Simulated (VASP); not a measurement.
# V (Im-3m) in VASP: further runs

The runs below take V through single point, with PBE+U.

All numbers are computed with VASP 6.6.1; they aren't measurements. Logs are shortened: lines on timing, memory, paths and dates and some standing lists are left out, and cuts for length are marked.

## Step 1: The cell of the first run

The structure is cubic, space group Im-3m (No. 229). The conventional cell has a = 3.017 Å, b = 3.017 Å, c = 3.017 Å, α = 90.00°, β = 90.00°, γ = 90.00°. V (site symmetry m-3m) has 14 V at 2.61 to 3.02 Å within 3.4 Å.

## Step 2: Single point, PBE+U, collinear spin, ferromagnetic start

INCAR

```
  ALGO = Normal
  EDIFF = 1E-6
  ENCUT = 500
  GGA = PE
  GGA_COMPAT = False
  ISIF = 2
  ISMEAR = -1
  ISPIN = 2
  LASPH = True
  LCHARG = False
  LDAU = True
  LDAUJ = 0
  LDAUL = 2
  LDAUPRINT = 1
  LDAUTYPE = 2
  LDAUU = 6.7
  LMAXMIX = 4
  LORBIT = 11
  LREAL = False
  LWAVE = False
  MAGMOM = 2
  NBANDS = 16
  NELM = 200
  PREC = Accurate
  SIGMA = 0.1
```

KPOINTS

```
k-points
0
Gamma
  13 13 13
```

POSCAR

```
V
1.0
   -1.5084600000      1.5084600000      1.5084600000
    1.5084600000     -1.5084600000      1.5084600000
    1.5084600000      1.5084600000     -1.5084600000
V
1
Direct
    0.0000000000      0.0000000000      0.0000000000
```

Potentials or basis: VASP PAW PBE potentials, release 64 (V_sv).

Started as:

```console
$ cat potpaw_PBE.64/V_sv/POTCAR > POTCAR
$ mpirun -np 1 vasp_std > vasp.out
```

OUTCAR:

```text
EDIFF = 1E-6
   ENCUT = 500
   GGA = PE
   ISIF = 2
   ISMEAR = -1
   ISPIN = 2
   LASPH = True
   LORBIT = 11
   LREAL = False
   NELM = 200
   PREC = Accurate

 ion  position               nearest neighbor table
   1  0.000  0.000  0.000-

  LATTYP: Found a body centered cubic cell.
 ALAT       =     3.0169200000

  Lattice vectors:

 A1 = (  -1.5084600000,   1.5084600000,   1.5084600000)
 A2 = (   1.5084600000,  -1.5084600000,   1.5084600000)
 A3 = (   1.5084600000,   1.5084600000,  -1.5084600000)

Analysis of symmetry for initial positions (statically):
=====================================================================
 Subroutine PRICEL returns:
 Original cell was already a primitive cell.

 Routine SETGRP: Setting up the symmetry group for a
 body centered cubic supercell.

 Subroutine GETGRP returns: Found 48 space group operations
 (whereof 48 operations were pure point group operations)
 out of a pool of 48 trial point group operations.

The static configuration has the point symmetry O_h .

Analysis of symmetry for dynamics (positions and initial velocities):
=====================================================================
 Subroutine PRICEL returns:
 Original cell was already a primitive cell.

 Routine SETGRP: Setting up the symmetry group for a
 body centered cubic supercell.

 Subroutine GETGRP returns: Found 48 space group operations
 (whereof 48 operations were pure point group operations)
 out of a pool of 48 trial point group operations.

The dynamic configuration has the point symmetry O_h .

Analysis of structural, dynamic, and magnetic symmetry:
=====================================================================
 Subroutine PRICEL returns:
 Original cell was already a primitive cell.

 Routine SETGRP: Setting up the symmetry group for a
 body centered cubic supercell.

[... 155 lines left out ...]
spin component  2

  0.0373 -0.0000  0.0000 -0.0000 -0.0000
 -0.0000  0.0373 -0.0000  0.0000  0.0000
  0.0000 -0.0000  0.1699  0.0000 -0.0000
 -0.0000  0.0000  0.0000  0.0373  0.0000
 -0.0000  0.0000 -0.0000  0.0000  0.1699

 occupancies and eigenvectors

  o =  0.0373  v =  0.0000  0.0000  0.0000  0.0000  0.0000  0.9940  0.1018 -0.0000  0.0395  0.0000      0.0000  0.0000  0.0000  0.0000  0.0000  0.0000  0.0000  0.0000  0.0000  0.0000
  o =  0.0373  v =  0.0000  0.0000  0.0000  0.0000  0.0000 -0.0369 -0.0273 -0.0000  0.9989 -0.0000      0.0000  0.0000  0.0000  0.0000  0.0000  0.0000  0.0000  0.0000  0.0000  0.0000
  o =  0.0373  v =  0.0000  0.0000  0.0000  0.0000  0.0000 -0.1028  0.9944 -0.0000  0.0234  0.0000      0.0000  0.0000  0.0000  0.0000  0.0000  0.0000  0.0000  0.0000  0.0000  0.0000
  o =  0.1349  v =  0.0000 -0.0000  0.0154 -0.0000  0.9999  0.0000  0.0000  0.0000  0.0000  0.0000      0.0000  0.0000  0.0000  0.0000  0.0000  0.0000  0.0000  0.0000  0.0000  0.0000
  o =  0.1349  v =  0.0000  0.0000  0.9999  0.0000 -0.0154  0.0000  0.0000  0.0000  0.0000  0.0000      0.0000  0.0000  0.0000  0.0000  0.0000  0.0000  0.0000  0.0000  0.0000  0.0000
  o =  0.1699  v =  0.0000  0.0000  0.0000  0.0000  0.0000  0.0000  0.0000 -0.0380 -0.0000 -0.9993      0.0000  0.0000  0.0000  0.0000  0.0000  0.0000  0.0000  0.0000  0.0000  0.0000
  o =  0.1699  v =  0.0000  0.0000  0.0000  0.0000  0.0000 -0.0000 -0.0000 -0.9993 -0.0000  0.0380      0.0000  0.0000  0.0000  0.0000  0.0000  0.0000  0.0000  0.0000  0.0000  0.0000
  o =  0.7836  v =  0.0000 -0.9636  0.0000 -0.2672 -0.0000  0.0000  0.0000  0.0000  0.0000  0.0000      0.0000  0.0000  0.0000  0.0000  0.0000  0.0000  0.0000  0.0000  0.0000  0.0000
  o =  0.7836  v =  0.0000  0.2672 -0.0000 -0.9636 -0.0000  0.0000  0.0000  0.0000  0.0000  0.0000      0.0000  0.0000  0.0000  0.0000  0.0000  0.0000  0.0000  0.0000  0.0000  0.0000
  o =  0.7836  v =  1.0000  0.0000  0.0000  0.0000  0.0000  0.0000  0.0000  0.0000  0.0000  0.0000      0.0000  0.0000  0.0000  0.0000  0.0000  0.0000  0.0000  0.0000  0.0000  0.0000

 number of electron      12.9999992 magnetization       2.3790019

 Free energy of the ion-electron system (eV)
  ---------------------------------------------------
  ext. energy  EPLUGINS =         0.00000000
  ---------------------------------------------------
  free energy    TOTEN  =        -2.83743324 eV

  energy without entropy =       -2.81047765  energy(sigma->0) =       -2.82395545

 E-fermi :  10.9882     XC(G=0): -12.6619

 val. band max:       10.9735538724   @ k =  -0.4615   0.4615   0.0769
 cond. band min:      10.9968148928   @ k =   0.4615   0.0000   0.0000
 fundamental gap:      0.0232610204
 Fermi energy:        10.9881786232

 spin component 1

 k-point     1 :       0.0000    0.0000    0.0000
  band No.  band energies     occupation
      1     -54.3734      1.00000
      2     -27.7323      1.00000
      3     -27.7322      1.00000
      4     -27.7322      1.00000
      5       2.5497      1.00000
      6       7.4340      1.00000
[... 895 lines left out ...]
      5       7.1560      1.00000
      6      12.2111      0.00000
[... 8 lines left out ...]
     15      39.9571      0.00000
     16      40.2620      0.00000

 [... further k-points ...]

------------------------ aborting loop because EDIFF is reached ----------------------------------------

  FORCE on cell =-STRESS in cart. coord.  units (eV):
  Direction    XX          YY          ZZ          XY          YZ          ZX
  --------------------------------------------------------------------------------------
  -------------------------------------------------------------------------------------
  Total        5.1974477      5.1974477      5.1974477      0.0000000      0.0000000     -0.0000000
  in kB      606.5118980    606.5118980    606.5118980      0.0000000      0.0000000     -0.0000000
  external PRESSURE =     606.5118980 kB  Pullay stress =       0.0000000 kB

 VOLUME and BASIS-vectors are now :
 -----------------------------------------------------------------------------
  energy-cutoff  :      500.00
  volume of cell :       13.73
      direct lattice vectors                 reciprocal lattice vectors
    -1.508460000  1.508460000  1.508460000     0.000000000  0.331463877  0.331463877
     1.508460000 -1.508460000  1.508460000     0.331463877  0.000000000  0.331463877
     1.508460000  1.508460000 -1.508460000     0.331463877  0.331463877  0.000000000

 POSITION                                       TOTAL-FORCE (eV/Angst)
 -----------------------------------------------------------------------------------
      0.00000      0.00000      0.00000        -0.000000      0.000000     -0.000000
 -----------------------------------------------------------------------------------
    total drift:                                0.000000     -0.000000     -0.000000

  FREE ENERGIE OF THE ION-ELECTRON SYSTEM (eV)
  ---------------------------------------------------
  free  energy   TOTEN  =        -2.8374332414 eV

  energy  without entropy=       -2.8104776505  energy(sigma->0) =       -2.82395545

 total charge

# of ion       s       p       d       tot
------------------------------------------
    1        2.357   6.256   3.047  11.659

 magnetization (x)

# of ion       s       p       d       tot
------------------------------------------
    1       -0.002   0.065   2.157   2.219
```

OSZICAR:

```text
N       E                     dE             d eps       ncg     rms          rms(c)
DAV:   1     0.971821913652E+02    0.97182E+02   -0.62469E+03  5408   0.861E+02
DAV:   2    -0.195227018907E+01   -0.99134E+02   -0.95412E+02  5864   0.266E+02
DAV:   3    -0.340026829243E+01   -0.14480E+01   -0.14467E+01  6264   0.349E+01
[... 12 lines left out ...]
DAV:  16    -0.283737713009E+01   -0.86100E-03   -0.15378E-03  5832   0.219E-01    0.439E-02
DAV:  17    -0.283742157758E+01   -0.44447E-04   -0.87166E-05  6176   0.550E-02    0.316E-02
DAV:  18    -0.283742774079E+01   -0.61632E-05   -0.63586E-06  5696   0.190E-02    0.101E-02
DAV:  19    -0.283743289883E+01   -0.51580E-05   -0.11301E-05  5968   0.184E-02    0.772E-03
DAV:  20    -0.283743324143E+01   -0.34260E-06   -0.11521E-06  4096   0.111E-02
   1 F= -.28374332E+01 E0= -.28239554E+01  d E =-.269556E-01  mag=     2.3787
```

stdout:

```text
POSCAR found type information on POSCAR V
 POSCAR found :  1 types and       1 ions
 scaLAPACK will be used
 LDA part: xc-table for (Slater+PW92), standard interpolation
 POSCAR, INCAR and KPOINTS ok, starting setup
 FFT: planning ... GRIDC
 FFT: planning ... GRID_SOFT
 FFT: planning ... GRID
 WAVECAR not read
 entering main loop
```

It took 37 s on 1 thread of Intel Xeon 6975P-C, shared host; peak memory 0.15 GiB.

Results:

```yaml
Free_energy: -2.8374 eV
Pressure: 60.7 GPa
Net_moment: 2.38 μB per cell
Site_moments: V +2.22 μB
Valence_electrons_inside_the_program's_atomic_spheres: V 11.66
```

Levels at points of the mesh, in eV from the Fermi level:
Spin up:
```
           k point  band 6  band 7  band 8  band 9  band 10  band 11
(0.00, 0.00, 0.00)   -3.55   -3.55   -3.55    3.40     3.40    18.38
```
Spin down:
```tsv
k point	band 2	band 3	band 4	band 5	band 6	band 7	band 8	band 9	band 10
(0.00, 0.00, 0.00)	-36.66	-36.66	-36.66	-7.49	3.84	3.84	3.84	4.00	4.00
```

Eigenvalues of the final occupation matrices:
```
    site  spin  trace               eigenvalues
site 1 d     1   2.62  0.13 0.13 0.78 0.78 0.78
site 1 d     2   0.45  0.04 0.04 0.04 0.17 0.17
```

Caveat: the U is typed as a test and isn't derived for this compound.

(Part 1 of 2 ends here.)
